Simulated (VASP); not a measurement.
A run of VASP 6.6.1 is set up as follows.

Contents of INCAR:

```
  PREC = Accurate
  ENCUT = 520
  EDIFF = 1E-6
  ISMEAR = 1
  SIGMA = 0.05
  LREAL = F
  LASPH = T
  NELM = 150
  ALGO = Normal
  ISIF = 2
  LWAVE = F
  LCHARG = T
  ISPIN = 2
  MAGMOM = 1.2 1.2 0 0
  LORBIT = 11
  LMAXMIX = 4
  LELF = T
  LVHAR = T
  NBANDS = 26
```

KPOINTS

```
Automatic mesh
0
Gamma
  6 6 3
```

The input POSCAR:

```
VH
1.0
    2.7355800000      0.0000000000      0.0000000000
   -1.3677900000      2.3690820000      0.0000000000
    0.0000000000      0.0000000000      4.9359680000
V H
2 2
Direct
    0.0000000000      0.0000000000      0.0000000000
    0.0000000000      0.0000000000      0.5000000000
    0.6666666667      0.3333333333      0.7500000000
    0.3333333333      0.6666666667      0.2500000000
```

Potentials or basis: VASP PAW LDA potentials, release 64 (V_sv, H).

Command:

```sh
$ cat potpaw_LDA.64/V_sv/POTCAR potpaw_LDA.64/H/POTCAR > POTCAR
$ mpirun -np 1 vasp_std > vasp.out
```

(1) What does it give for the net moment?

(2) What does it give for the pressure?

(3) Estimate the band gap on the k mesh.

Answers

(1) 0.00 μB per cell.

(2) -12.3 GPa.

(3) zero (filled and empty bands overlap).

Caveat: the k points lie up to 0.44 Å⁻¹ apart.
